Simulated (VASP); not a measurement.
# LiF (P6_3mc) in VASP: a series of runs

LiF is run at these levels: LDA; tasks: single point.

Everything below comes from runs of VASP 6.6.1. Logs are shortened: lines on timing, memory, paths and dates and some standing lists are left out, and cuts for length are marked.

### 1 The cell of the first run

Symmetry: P6_3mc, No. 186, hexagonal system. Conventional cell: a = 3.015 Å, b = 3.015 Å, c = 4.663 Å, α = 90.00°, β = 90.00°, γ = 120.00°. Li (site symmetry 3m) has 4 F at 1.81 to 1.82 Å within 2.4 Å. F (site symmetry 3m) has 4 Li at 1.81 to 1.82 Å within 2.4 Å.

### 2 Single point, LDA (strain -0.015 along x and y, -0.030 along z)

INCAR

```
SYSTEM = LiF
PREC = Accurate
ENCUT = 520
EDIFF = 1E-7
ISMEAR = 0
SIGMA = 0.05
LREAL = .False.
LASPH = .True.
NELM = 100
ALGO = Normal
ISIF = 2
LWAVE = .False.
LCHARG = .False.
GGA = CA
NBANDS = 18
```

KPOINTS

```
Automatic mesh
0
Gamma
  9 9 6
  0 0 0
```

POSCAR

```
LiF
1.0
    3.0150257202      0.0000000000      0.0000000000
   -1.5075128601      2.6110888668      0.0000000000
    0.0000000000      0.0000000000      4.6631048329
Li F
2 2
Direct
    0.3333333333      0.6666666667      0.3811542600
    0.6666666667      0.3333333333      0.8811542600
    0.3333333333      0.6666666667      0.9938437400
    0.6666666667      0.3333333333      0.4938437400
```

Potentials or basis: VASP PAW LDA potentials, release 64 (Li_sv, F).

Command:

```
> cat potpaw_LDA.64/Li_sv/POTCAR potpaw_LDA.64/F/POTCAR > POTCAR
> mpirun -np 1 vasp_std > vasp.out
```

OUTCAR:

```text
SYSTEM = LiF
   PREC = Accurate
   ENCUT = 520
   EDIFF = 1E-7
   ISMEAR = 0
   LREAL = .False.
   LASPH = .True.
   NELM = 100
   ISIF = 2
   GGA = CA

 ion  position               nearest neighbor table
   1  0.333  0.667  0.381-   3 1.81   4 1.82   4 1.82   4 1.82
   2  0.667  0.333  0.881-   4 1.81   3 1.82   3 1.82   3 1.82
   3  0.333  0.667  0.994-   1 1.81   2 1.82   2 1.82   2 1.82
   4  0.667  0.333  0.494-   2 1.81   1 1.82   1 1.82   1 1.82

  LATTYP: Found a hexagonal cell.
 ALAT       =     3.0150257202
 C/A-ratio  =     1.5466219083

  Lattice vectors:

 A1 = (   3.0150257202,   0.0000000000,   0.0000000000)
 A2 = (  -1.5075128601,   2.6110888668,   0.0000000000)
 A3 = (   0.0000000000,   0.0000000000,   4.6631048329)

Analysis of symmetry for initial positions (statically):
=====================================================================
 Subroutine PRICEL returns:
 Original cell was already a primitive cell.

 Routine SETGRP: Setting up the symmetry group for a
 hexagonal supercell.

 Subroutine GETGRP returns: Found 12 space group operations
 (whereof  6 operations were pure point group operations)
 out of a pool of 24 trial point group operations.

The static configuration has the point symmetry C_3v.
 The point group associated with its full space group is C_6v.

Analysis of symmetry for dynamics (positions and initial velocities):
=====================================================================
 Subroutine PRICEL returns:
 Original cell was already a primitive cell.

 Routine SETGRP: Setting up the symmetry group for a
 hexagonal supercell.

 Subroutine GETGRP returns: Found 12 space group operations
 (whereof  6 operations were pure point group operations)
 out of a pool of 24 trial point group operations.

The dynamic configuration has the point symmetry C_3v.
 The point group associated with its full space group is C_6v.

 Subroutine INISYM returns: Found 12 space group operations
 (whereof  6 operations are pure point group operations),
 and found     1 'primitive' translations

----------------------------------------------------------------------------------------

                                     Primitive cell

  volume of cell :      36.7103

  direct lattice vectors                    reciprocal lattice vectors
     3.015025720  0.000000000  0.000000000     0.331672129  0.191490993  0.000000000
    -1.507512860  2.611088867  0.000000000     0.000000000  0.382981986  0.000000000
     0.000000000  0.000000000  4.663104833     0.000000000  0.000000000  0.214449393

  length of vectors
     3.015025720  3.015025720  4.663104833     0.382981986  0.382981986  0.214449393

  position of ions in fractional coordinates (direct lattice)
     0.333333333  0.666666667  0.381154260
     0.666666667  0.333333333  0.881154260
     0.333333333  0.666666667  0.993843740
     0.666666667  0.333333333  0.493843740

  ion indices of the primitive-cell ions
   primitive index   ion index
                 1           1
                 2           2
                 3           3
                 4           4

----------------------------------------------------------------------------------------

 KPOINTS: Automatic mesh

Automatic generation of k-mesh.
 Grid dimensions read from file:
 generate k-points for:    9    9    6

 Generating k-lattice:

  Cartesian coordinates                     Fractional coordinates (reciprocal lattice)
     0.036852459  0.021276777  0.000000000     0.111111111 -0.000000000  0.000000000
     0.000000000  0.042553554  0.000000000     0.000000000  0.111111111  0.000000000
     0.000000000  0.000000000  0.035741565     0.000000000  0.000000000  0.166666667

  Length of vectors
     0.042553554  0.042553554  0.035741565

  Shift w.r.t. Gamma in fractional coordinates (k-lattice)
     0.000000000  0.000000000  0.000000000

 Subroutine IBZKPT returns following result:
 ===========================================

 Found     48 irreducible k-points:

 Following reciprocal coordinates:
            Coordinates               Weight
  0.000000  0.000000  0.000000      1.000000
  0.111111  0.000000  0.000000      6.000000
  0.222222  0.000000  0.000000      6.000000
  0.333333  0.000000  0.000000      6.000000
  0.444444  0.000000  0.000000      6.000000
  0.111111  0.111111  0.000000      6.000000
[... 16 lines left out ...]
  0.333333  0.222222  0.166667     24.000000
  0.333333  0.333333  0.166667      4.000000
 [... further k-points ...]
   k-points           NKPTS =     48   k-points in BZ     NKDIM =     48   number of bands    NBANDS=     18
   number of dos      NEDOS =    301   number of ions     NIONS =      4
   total plane-waves  NPLWV =  20736
   dimension x,y,z NGX =    24 NGY =   24 NGZ =   36
   dimension x,y,z NGXF=    48 NGYF=   48 NGZF=   72
   ions per type =               2   2
   NGX,Y,Z   is equivalent  to a cutoff of  13.23, 13.23, 12.83 a.u.
   NGXF,Y,Z  is equivalent  to a cutoff of  26.47, 26.47, 25.67 a.u.
 SYSTEM =  LiF
   PREC   = accura    normal or accurate (medium, high low for compatibility)
   ISTART =      0    job   : 0-new  1-cont  2-samecut
   ICHARG =      2    charge: 1-file 2-atom 10-const
   ISPIN  =      1    spin polarized calculation?
   LNONCOLLINEAR =      F non collinear calculations
   LSORBIT =      F    spin-orbit coupling
   LASPH  =      T    aspherical Exc in radial PAW
   ENCUT  =  520.0 eV  38.22 Ry    6.18 a.u.   5.61  5.61  8.67*2*pi/ulx,y,z
   NELM   =    100;   NELMIN=  2; NELMDL= -5     # of ELM steps
   EDIFF  = 0.1E-06   stopping-criterion for ELM
   LREAL  =      F    real-space projection
   EDIFFG = 0.1E-05   stopping-criterion for IOM
   NSW    =      0    number of steps for IOM
   IBRION =     -1    ionic relax: 0-MD 1-quasi-New 2-CG
   NFREE  =      0    steps in history (QN), initial steepest desc. (CG)
   ISIF   =      2    stress and relaxation
   ISYM   =      2    0-nonsym 1-usesym 2-fastsym
   POTIM  = 0.5000    time-step for ionic-motion
   TEBEG  =    0.0;   TEEND  =   0.0 temperature during run
   PSTRESS=    0.0 pullay stress
   NELECT =      20.0000    total number of electrons
   NUPDOWN=      -1.0000    fix difference up-down
   EMIN   =  10.00;   EMAX   =-10.00  energy-range for DOS
   EFERMI =   0.00;   METHOD = LEGACY
   ISMEAR =     0;   SIGMA  =   0.05  broadening in eV -4-tet -1-fermi 0-gaus
   EFERMI_NEDOS =   21; number of points for ismear=-14 and -15
   IALGO  =     38    algorithm
   IMIX   =      4    mixing-type and parameters
     AMIX     =   0.40;   BMIX     =  1.00
     AMIX_MAG =   1.60;   BMIX_MAG =  1.00
  volume/ion in A,a.u.               =       9.18        61.93
  Fermi-wavevector in a.u.,A,eV,Ry     =   1.337074  2.526704 24.324056  1.787768
  Thomas-Fermi vector in A             =   2.465651
   LORBIT       =      0    0 simple, 1 ext, 2 COOP (PROOUT), +10 PAW based schemes
   GGA     = CA    functional components
   LHFCALC =     F    Hartree Fock is set to
   AEXX    =    0.0000 exact exchange contribution
   IVDW    =     0    specifies the selected vdW correction
   LEPSILON=     F    determine dielectric tensor
   LRPA    =     F    only Hartree local field effects (RPA)
 non-spin polarized calculation
 Gauss-broadening in eV      SIGMA  =   0.05
  energy-cutoff  :      520.00
  volume of cell :       36.71
 maximum number of plane-waves:      1008
 NGX is ok and might be reduce to    24
   NGX = 11   NGY = 11   NGZ = 17

 number of electron      20.0000004 magnetization

 Free energy of the ion-electron system (eV)
  ---------------------------------------------------
  ext. energy  EPLUGINS =         0.00000000
  ---------------------------------------------------
  free energy    TOTEN  =       -20.80726332 eV

  energy without entropy =      -20.80726332  energy(sigma->0) =      -20.80726332

 E-fermi :  -2.1556     XC(G=0):  -9.9110

 val. band max:       -2.3676302691   @ k =   0.0000   0.0000   0.0000
 cond. band min:       5.5385629479   @ k =   0.0000   0.0000   0.0000
 fundamental gap:      7.9061932170
 Fermi energy:        -2.1556082291

 k-point     1 :       0.0000    0.0000    0.0000
  band No.  band energies     occupation
      1     -41.5026      2.00000
      2     -41.4311      2.00000
      3     -21.5335      2.00000
      4     -21.2458      2.00000
      5      -4.8726      2.00000
      6      -2.9442      2.00000
[... 10 lines left out ...]
     17      17.4316      0.00000
     18      18.4975      0.00000

 k-point     2 :       0.1111    0.0000    0.0000
  band No.  band energies     occupation
      1     -41.4964      2.00000
      2     -41.4290      2.00000
      3     -21.5160      2.00000
      4     -21.2438      2.00000
      5      -4.8060      2.00000
      6      -3.0864      2.00000
[... 10 lines left out ...]
     17      17.6563      0.00000
     18      18.4250      0.00000

 k-point     3 :       0.2222    0.0000    0.0000
  band No.  band energies     occupation
      1     -41.4803      2.00000
      2     -41.4239      2.00000
      3     -21.4674      2.00000
      4     -21.2391      2.00000
      5      -4.6374      2.00000
      6      -3.4936      2.00000
[... 10 lines left out ...]
     17      17.6875      0.00000
     18      18.1280      0.00000

 k-point     4 :       0.3333    0.0000    0.0000
  band No.  band energies     occupation
      1     -41.4603      2.00000
      2     -41.4196      2.00000
      3     -21.4033      2.00000
      4     -21.2411      2.00000
      5      -4.5451      2.00000
      6      -3.8260      2.00000
[... 375 lines left out ...]
      4     -21.2542      2.00000
      5      -4.3531      2.00000
      6      -4.2427      2.00000
[... 10 lines left out ...]
     17      17.9071      0.00000
     18      18.9587      0.00000

 k-point    23 :       0.3333    0.2222    0.1667
  band No.  band energies     occupation
      1     -41.4354      2.00000
      2     -41.4216      2.00000
      3     -21.3186      2.00000
      4     -21.2661      2.00000
      5      -4.6412      2.00000
      6      -3.9987      2.00000
[... 10 lines left out ...]
     17      17.2287      0.00000
     18      19.3151      0.00000

 k-point    24 :       0.3333    0.3333    0.1667
  band No.  band energies     occupation
      1     -41.4264      2.00000
      2     -41.4264      2.00000
      3     -21.2861      2.00000
      4     -21.2861      2.00000
      5      -4.7120      2.00000
      6      -3.7830      2.00000
[... 10 lines left out ...]
     17      16.5090      0.00000
     18      19.3554      0.00000

 [... further k-points ...]

------------------------ aborting loop because EDIFF is reached ----------------------------------------

  FORCE on cell =-STRESS in cart. coord.  units (eV):
  Direction    XX          YY          ZZ          XY          YZ          ZX
  --------------------------------------------------------------------------------------
  -------------------------------------------------------------------------------------
  Total        0.0377936      0.0377936      0.2664717      0.0000000      0.0000000      0.0000000
  in kB        1.6494585      1.6494585     11.6298439      0.0000000      0.0000000      0.0000000
  external PRESSURE =       4.9762536 kB  Pullay stress =       0.0000000 kB

 VOLUME and BASIS-vectors are now :
 -----------------------------------------------------------------------------
  energy-cutoff  :      520.00
  volume of cell :       36.71
      direct lattice vectors                 reciprocal lattice vectors
     3.015025720  0.000000000  0.000000000     0.331672129  0.191490993  0.000000000
    -1.507512860  2.611088867  0.000000000     0.000000000  0.382981986  0.000000000
     0.000000000  0.000000000  4.663104833     0.000000000  0.000000000  0.214449393

 POSITION                                       TOTAL-FORCE (eV/Angst)
 -----------------------------------------------------------------------------------
     -0.00000      1.74073      1.77736        -0.000000      0.000000      0.076252
      1.50751      0.87036      4.10891         0.000000     -0.000000      0.076252
     -0.00000      1.74073      4.63440         0.000000      0.000000     -0.076252
      1.50751      0.87036      2.30285        -0.000000      0.000000     -0.076252
 -----------------------------------------------------------------------------------
    total drift:                                0.000000      0.000000      0.000558

  FREE ENERGIE OF THE ION-ELECTRON SYSTEM (eV)
  ---------------------------------------------------
  free  energy   TOTEN  =       -20.8072633167 eV

  energy  without entropy=      -20.8072633167  energy(sigma->0) =      -20.80726332
```

Wall time 23 s (1 thread of AMD EPYC 7R13, shared host); peak memory 0.12 GiB.

Results:

- Free energy: -20.8073 eV
- Largest force: 0.076 eV/Å
- Band gap on the k mesh: 7.91 eV

Forces in eV/Å, atoms in the order of the input:
```
Li   0.000  0.000  0.076
Li   0.000  0.000  0.076
F    0.000  0.000 -0.076
F    0.000  0.000 -0.076
```

Caveat: the cell differs from its parent crystal (strain -0.015 along x and y, -0.030 along z); the cutoff is under 1.25 times the usual one of these potentials, so pressure, stress and relaxed cells hold a basis-set (Pulay) error; an odd mesh through Γ misses points on the zone boundary, where band edges can lie.

### 3 Single point, LDA (strain -0.030 along x and y, +0.030 along z)

INCAR

```
PREC = Accurate ; ENCUT = 520
EDIFF = 1E-6 ; ISMEAR = 0
SIGMA = 0.05 ; LREAL = False
LASPH = True ; NELM = 80
ALGO = Normal ; ISIF = 2
LWAVE = False ; LCHARG = True
LELF = True ; LVHAR = True
NBANDS = 18
```

KPOINTS

```
Automatic mesh
0
Gamma
  9 9 6
```

POSCAR

```
LiF
1.0
    2.9691116230      0.0000000000      0.0000000000
   -1.4845558115      2.5713260922      0.0000000000
    0.0000000000      0.0000000000      4.9515443071
Li F
2 2
Direct
    0.3333333333      0.6666666667      0.3811542600
    0.6666666667      0.3333333333      0.8811542600
    0.3333333333      0.6666666667      0.9938437400
    0.6666666667      0.3333333333      0.4938437400
```

Potentials or basis: VASP PAW LDA potentials, release 64 (Li_sv, F).

Command:

```
> cat potpaw_LDA.64/Li_sv/POTCAR potpaw_LDA.64/F/POTCAR > POTCAR
> mpirun -np 1 vasp_std > vasp.out
```

It took 24 s on 1 thread of AMD EPYC 7R13, shared host; peak memory 0.12 GiB.

Results (log left out):

```
Free energy            : -20.7744 eV
Largest force          : 0.213 eV/Å
Band gap on the k mesh : 7.82 eV
```

Forces in eV/Å, atoms in the order of the input:
```
Li   0.000  0.000 -0.213
Li   0.000  0.000 -0.213
F    0.000  0.000  0.213
F    0.000  0.000  0.213
```

Levels at points of the mesh, in eV from the valence-band top:
```
           k point  band 6  band 7  band 8  band 9  band 10  band 11  band 12  band 13  band 14  band 15
(0.00, 0.00, 0.00)   -0.32   -0.32   -0.05   -0.05     0.00     7.82    11.77    15.24    19.10    19.10
(0.00, 0.00, 0.50)   -1.24   -0.19   -0.19   -0.19    -0.19     9.46     9.46    17.22    17.22    19.39
```

Caveat: the cell differs from its parent crystal (strain -0.030 along x and y, +0.030 along z); the cutoff is under 1.25 times the usual one of these potentials, so pressure, stress and relaxed cells hold a basis-set (Pulay) error; an odd mesh through Γ misses points on the zone boundary, where band edges can lie.

[end of part 1 of 2]
